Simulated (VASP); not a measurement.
# Ga2SbP3 (Immm) in VASP: single point with PBEsol

Aim: the single point of Ga2SbP3 with PBEsol.

Everything below comes from runs of VASP 6.6.1. Logs are shortened: lines on timing, memory, paths and dates and some standing lists are left out, and cuts for length are marked.

## (1) The cell of the first run

The structure is orthorhombic, space group Immm (No. 71). Conventional cell: a = 3.725 Å, b = 5.276 Å, c = 11.026 Å, α = 90.00°, β = 90.00°, γ = 90.00°. Within 3.4 Å of Ga (site symmetry mm2) lie 6 P at 2.57 to 2.64 Å. Within 3.5 Å of Sb (site symmetry mmm) lie 6 P at 2.64 to 2.69 Å. Within 3.4 Å of P (site symmetry mmm) lie 4 Ga at 2.59 Å and 2 Sb at 2.64 Å. P (site symmetry mm2) has 4 Ga at 2.57 to 2.64 Å and 2 Sb at 2.69 Å within 3.4 Å.

## (2) Single point, PBEsol

INCAR reads:

```
SYSTEM = Ga2SbP3
PREC = Accurate
ENCUT = 520
EDIFF = 1E-7
ISMEAR = -1
SIGMA = 0.03
LREAL = .FALSE.
LASPH = .TRUE.
NELM = 100
ALGO = Normal
ISIF = 2
LWAVE = .FALSE.
LCHARG = .TRUE.
GGA = PS
LELF = .TRUE.
LVHAR = .TRUE.
NBANDS = 32
```

KPOINTS reads:

```
regular mesh
0
G
  6 6 6
  0 0 0
```

POSCAR reads:

```
Ga2SbP3
1.0
   -1.8624548000      2.6378170693      5.5131057703
    1.8624548000     -2.6378170693      5.5131057703
    1.8624548000      2.6378170693     -5.5131057703
Ga Sb P
2 1 3
Direct
    0.6626198765      0.6626198765      0.0000000000
    0.3373801235      0.3373801235      0.0000000000
    0.0000000000      0.0000000000      0.0000000000
    0.5000000000      0.0000000000      0.5000000000
    0.1761881338      0.6761881338      0.5000000000
    0.8238118662      0.3238118662      0.5000000000
```

Potentials or basis: VASP PAW PBE potentials, release 64 (Ga_d, Sb, P).

Run with:

```
> cat potpaw_PBE.64/Ga_d/POTCAR potpaw_PBE.64/Sb/POTCAR potpaw_PBE.64/P/POTCAR > POTCAR
> mpirun -np 1 vasp_std > vasp.out
```

OUTCAR:

```text
SYSTEM = Ga2SbP3
   PREC = Accurate
   ENCUT = 520
   EDIFF = 1E-7
   ISMEAR = -1
   LREAL = .FALSE.
   LASPH = .TRUE.
   NELM = 100
   ISIF = 2
   GGA = PS

 ion  position               nearest neighbor table
   1  0.663  0.663  0.000-   6 2.57   6 2.57   4 2.59   4 2.59   5 2.64   5 2.64
   2  0.337  0.337  0.000-   5 2.57   5 2.57   4 2.59   4 2.59   6 2.64   6 2.64
   3  0.000  0.000  0.000-   4 2.64   4 2.64   5 2.69   6 2.69   6 2.69   5 2.69
   4  0.500  0.000  0.500-   1 2.59   2 2.59   1 2.59   2 2.59   3 2.64   3 2.64
   5  0.176  0.676  0.500-   2 2.57   2 2.57   1 2.64   1 2.64   3 2.69   3 2.69
   6  0.824  0.324  0.500-   1 2.57   1 2.57   2 2.64   2 2.64   3 2.69   3 2.69

  LATTYP: Found a body centered orthorhombic cell.
 ALAT       =     3.7249096000
 B/A-ratio  =     1.4163119928
 C/A-ratio  =     2.9601286272

  Lattice vectors:

 A1 = (  -1.8624548000,   2.6378170693,   5.5131057703)
 A2 = (   1.8624548000,  -2.6378170693,   5.5131057703)
 A3 = (   1.8624548000,   2.6378170693,  -5.5131057703)

Analysis of symmetry for initial positions (statically):
=====================================================================
 Subroutine PRICEL returns:
 Original cell was already a primitive cell.

 Routine SETGRP: Setting up the symmetry group for a
 body centered orthorhombic supercell.

 Subroutine GETGRP returns: Found  8 space group operations
 (whereof  8 operations were pure point group operations)
 out of a pool of  8 trial point group operations.

The static configuration has the point symmetry D_2h.

Analysis of symmetry for dynamics (positions and initial velocities):
=====================================================================
 Subroutine PRICEL returns:
 Original cell was already a primitive cell.

 Routine SETGRP: Setting up the symmetry group for a
 body centered orthorhombic supercell.

 Subroutine GETGRP returns: Found  8 space group operations
 (whereof  8 operations were pure point group operations)
 out of a pool of  8 trial point group operations.

The dynamic configuration has the point symmetry D_2h.

 Subroutine INISYM returns: Found  8 space group operations
 (whereof  8 operations are pure point group operations),
 and found     1 'primitive' translations

----------------------------------------------------------------------------------------

                                     Primitive cell

  volume of cell :     108.3395

  direct lattice vectors                    reciprocal lattice vectors
    -1.862454800  2.637817069  5.513105770     0.000000000  0.189550673  0.090692982
     1.862454800 -2.637817069  5.513105770     0.268462891  0.000000000  0.090692982
     1.862454800  2.637817069 -5.513105770     0.268462891  0.189550673  0.000000000

  length of vectors
     6.389143292  6.389143292  6.389143292     0.210130137  0.283368207  0.328636245

  position of ions in fractional coordinates (direct lattice)
     0.662619877  0.662619877  0.000000000
     0.337380123  0.337380123  0.000000000
     0.000000000  0.000000000  0.000000000
     0.500000000  0.000000000  0.500000000
     0.176188134  0.676188134  0.500000000
     0.823811866  0.323811866  0.500000000

  ion indices of the primitive-cell ions
   primitive index   ion index
                 1           1
                 2           2
                 3           3
                 4           4
                 5           5
                 6           6

----------------------------------------------------------------------------------------

 KPOINTS: regular mesh

Automatic generation of k-mesh.
 Grid dimensions read from file:
 generate k-points for:    6    6    6

 Generating k-lattice:

  Cartesian coordinates                     Fractional coordinates (reciprocal lattice)
     0.000000000  0.031591779  0.015115497     0.166666667 -0.000000000  0.000000000
     0.044743815  0.000000000  0.015115497    -0.000000000  0.166666667  0.000000000
     0.044743815  0.031591779  0.000000000     0.000000000  0.000000000  0.166666667

  Length of vectors
     0.035021689  0.047228035  0.054772707

  Shift w.r.t. Gamma in fractional coordinates (k-lattice)
     0.000000000  0.000000000  0.000000000

 Subroutine IBZKPT returns following result:
 ===========================================

 Found     46 irreducible k-points:

 Following reciprocal coordinates:
            Coordinates               Weight
  0.000000  0.000000  0.000000      1.000000
  0.166667 -0.000000  0.000000      4.000000
  0.333333 -0.000000  0.000000      4.000000
  0.500000 -0.000000  0.000000      2.000000
 -0.000000  0.166667  0.000000      4.000000
  0.166667  0.166667  0.000000      8.000000
[... 16 lines left out ...]
 -0.166667  0.166667  0.166667      2.000000
  0.166667  0.333333  0.166667      4.000000
 [... further k-points ...]
   k-points           NKPTS =     46   k-points in BZ     NKDIM =     46   number of bands    NBANDS=     32
   number of dos      NEDOS =    301   number of ions     NIONS =      6
   total plane-waves  NPLWV = 110592
   dimension x,y,z NGX =    48 NGY =   48 NGZ =   48
   dimension x,y,z NGXF=    96 NGYF=   96 NGZF=   96
   ions per type =               2   1   3
   NGX,Y,Z   is equivalent  to a cutoff of  12.49, 12.49, 12.49 a.u.
   NGXF,Y,Z  is equivalent  to a cutoff of  24.98, 24.98, 24.98 a.u.
 SYSTEM =  Ga2SbP3
   PREC   = accura    normal or accurate (medium, high low for compatibility)
   ISTART =      0    job   : 0-new  1-cont  2-samecut
   ICHARG =      2    charge: 1-file 2-atom 10-const
   ISPIN  =      1    spin polarized calculation?
   LNONCOLLINEAR =      F non collinear calculations
   LSORBIT =      F    spin-orbit coupling
   LASPH  =      T    aspherical Exc in radial PAW
   ENCUT  =  520.0 eV  38.22 Ry    6.18 a.u.  11.88 11.88 11.88*2*pi/ulx,y,z
   NELM   =    100;   NELMIN=  2; NELMDL= -5     # of ELM steps
   EDIFF  = 0.1E-06   stopping-criterion for ELM
   LREAL  =      F    real-space projection
   EDIFFG = 0.1E-05   stopping-criterion for IOM
   NSW    =      0    number of steps for IOM
   IBRION =     -1    ionic relax: 0-MD 1-quasi-New 2-CG
   NFREE  =      0    steps in history (QN), initial steepest desc. (CG)
   ISIF   =      2    stress and relaxation
   ISYM   =      2    0-nonsym 1-usesym 2-fastsym
   POTIM  = 0.5000    time-step for ionic-motion
   TEBEG  =    0.0;   TEEND  =   0.0 temperature during run
   PSTRESS=    0.0 pullay stress
   NELECT =      46.0000    total number of electrons
   NUPDOWN=      -1.0000    fix difference up-down
   EMIN   =  10.00;   EMAX   =-10.00  energy-range for DOS
   EFERMI =   0.00;   METHOD = LEGACY
   ISMEAR =    -1;   SIGMA  =   0.03  broadening in eV -4-tet -1-fermi 0-gaus
   EFERMI_NEDOS =   21; number of points for ismear=-14 and -15
   IALGO  =     38    algorithm
   IMIX   =      4    mixing-type and parameters
     AMIX     =   0.40;   BMIX     =  1.00
     AMIX_MAG =   1.60;   BMIX_MAG =  1.00
  volume/ion in A,a.u.               =      18.06       121.85
  Fermi-wavevector in a.u.,A,eV,Ry     =   1.230453  2.325220 20.599435  1.514016
  Thomas-Fermi vector in A             =   2.365301
   LORBIT       =      0    0 simple, 1 ext, 2 COOP (PROOUT), +10 PAW based schemes
   GGA     = PS    functional components
   LHFCALC =     F    Hartree Fock is set to
   AEXX    =    0.0000 exact exchange contribution
   IVDW    =     0    specifies the selected vdW correction
   LEPSILON=     F    determine dielectric tensor
   LRPA    =     F    only Hartree local field effects (RPA)
 non-spin polarized calculation
  energy-cutoff  :      520.00
  volume of cell :      108.34
 maximum number of plane-waves:      2936
   NGX = 23   NGY = 23   NGZ = 23

 number of electron      46.0000004 magnetization

 Free energy of the ion-electron system (eV)
  ---------------------------------------------------
  ext. energy  EPLUGINS =         0.00000000
  ---------------------------------------------------
  free energy    TOTEN  =       -28.66240174 eV

  energy without entropy =      -28.65902621  energy(sigma->0) =      -28.66071398

 E-fermi :   7.4583     XC(G=0): -11.0044

 val. band max:        7.3762594400   @ k =   0.5000  -0.0000   0.0000
 cond. band min:       7.4667009369   @ k =   0.3333   0.1667   0.0000
 fundamental gap:      0.0904414969
 Fermi energy:         7.4583029407

 k-point     1 :       0.0000    0.0000    0.0000
  band No.  band energies     occupation
      1      -7.3716      2.00000
      2      -7.3057      2.00000
      3      -7.2888      2.00000
      4      -7.2780      2.00000
      5      -7.2519      2.00000
      6      -7.2446      2.00000
[... 24 lines left out ...]
     31      13.6653      0.00000
     32      13.8546      0.00000

 k-point     2 :       0.1667   -0.0000    0.0000
  band No.  band energies     occupation
      1      -7.3633      2.00000
      2      -7.3051      2.00000
      3      -7.2914      2.00000
      4      -7.2767      2.00000
      5      -7.2551      2.00000
      6      -7.2457      2.00000
[... 24 lines left out ...]
     31      13.2215      0.00000
     32      13.7513      0.00000

 k-point     3 :       0.3333   -0.0000    0.0000
  band No.  band energies     occupation
      1      -7.3453      2.00000
      2      -7.3058      2.00000
      3      -7.2952      2.00000
      4      -7.2755      2.00000
      5      -7.2590      2.00000
      6      -7.2506      2.00000
[... 24 lines left out ...]
     31      12.6918      0.00000
     32      12.8740      0.00000

 k-point     4 :       0.5000   -0.0000    0.0000
  band No.  band energies     occupation
      1      -7.3349      2.00000
      2      -7.3079      2.00000
      3      -7.2967      2.00000
      4      -7.2752      2.00000
      5      -7.2606      2.00000
      6      -7.2534      2.00000
[... 24 lines left out ...]
     31      12.6460      0.00000
     32      12.9777      0.00000

 k-point     5 :      -0.0000    0.1667    0.0000
  band No.  band energies     occupation
      1      -7.3681      2.00000
      2      -7.3367      2.00000
      3      -7.2832      2.00000
      4      -7.2771      2.00000
      5      -7.2456      2.00000
      6      -7.2424      2.00000
[... 584 lines left out ...]
     31      13.1674      0.00000
     32      13.3332      0.00000

 k-point    22 :       0.3333    0.1667    0.1667
  band No.  band energies     occupation
      1      -7.3763      2.00000
      2      -7.3196      2.00000
      3      -7.2975      2.00000
      4      -7.2770      2.00000
      5      -7.2411      2.00000
      6      -7.2381      2.00000
[... 24 lines left out ...]
     31      13.8843      0.00000
     32      14.2502      0.00000

 k-point    23 :      -0.1667    0.1667    0.1667
  band No.  band energies     occupation
      1      -7.3915      2.00000
      2      -7.3634      2.00000
      3      -7.2788      2.00000
      4      -7.2766      2.00000
      5      -7.2519      2.00000
      6      -7.2441      2.00000
[... 24 lines left out ...]
     31      12.8770      0.00000
     32      13.0336      0.00000

 k-point    24 :       0.1667    0.3333    0.1667
  band No.  band energies     occupation
      1      -7.4046      2.00000
      2      -7.3417      2.00000
      3      -7.2863      2.00000
      4      -7.2735      2.00000
      5      -7.2465      2.00000
      6      -7.2457      2.00000
[... 24 lines left out ...]
     31      12.7572      0.00000
     32      13.9635      0.00000

 [... further k-points ...]

------------------------ aborting loop because EDIFF is reached ----------------------------------------

  FORCE on cell =-STRESS in cart. coord.  units (eV):
  Direction    XX          YY          ZZ          XY          YZ          ZX
  --------------------------------------------------------------------------------------
  -------------------------------------------------------------------------------------
  Total        0.0747706      0.1031301      0.0770395     -0.0000000      0.0000000      0.0000000
  in kB        1.1057446      1.5251378      1.1392981     -0.0000000      0.0000000      0.0000000
  external PRESSURE =       1.2567268 kB  Pullay stress =       0.0000000 kB

 VOLUME and BASIS-vectors are now :
 -----------------------------------------------------------------------------
  energy-cutoff  :      520.00
  volume of cell :      108.34
      direct lattice vectors                 reciprocal lattice vectors
    -1.862454800  2.637817069  5.513105770     0.000000000  0.189550673  0.090692982
     1.862454800 -2.637817069  5.513105770     0.268462891  0.000000000  0.090692982
     1.862454800  2.637817069 -5.513105770     0.268462891  0.189550673  0.000000000

 POSITION                                       TOTAL-FORCE (eV/Angst)
 -----------------------------------------------------------------------------------
      0.00000      0.00000      7.30619        -0.000000      0.000000     -0.002317
      0.00000      0.00000      3.72002        -0.000000     -0.000000      0.002317
      0.00000      0.00000      0.00000        -0.000000     -0.000000      0.000000
      0.00000      2.63782      0.00000        -0.000000     -0.000000      0.000000
      1.86245      0.00000      1.94269        -0.000000     -0.000000      0.010670
      0.00000      2.63782      3.57042         0.000000      0.000000     -0.010670
 -----------------------------------------------------------------------------------
    total drift:                                0.000000      0.000000     -0.000000

  FREE ENERGIE OF THE ION-ELECTRON SYSTEM (eV)
  ---------------------------------------------------
  free  energy   TOTEN  =       -28.6624017448 eV

  energy  without entropy=      -28.6590262134  energy(sigma->0) =      -28.66071398
```

It took 6.7 min on 1 thread of AMD EPYC 7R43 (Zen 3), shared host; peak memory 0.36 GiB.

What came out:

- Free energy: -28.6624 eV
- Pressure: 0.1 GPa
- Largest force: 0.011 eV/Å
- Band gap on the k mesh: zero (band 23 reaches 8.38 eV, above the bottom of band 24 at 5.60 eV)

Forces in eV/Å, atoms in the order of the input:
```
Ga   0.000  0.000 -0.002
Ga   0.000  0.000  0.002
Sb   0.000  0.000  0.000
P    0.000  0.000  0.000
P    0.000  0.000  0.011
P    0.000  0.000 -0.011
```

Caveat: the PAW data sets were made with another functional, which shifts forces and pressure a little; spin-orbit coupling is left out, which moves the levels of the heavy elements.
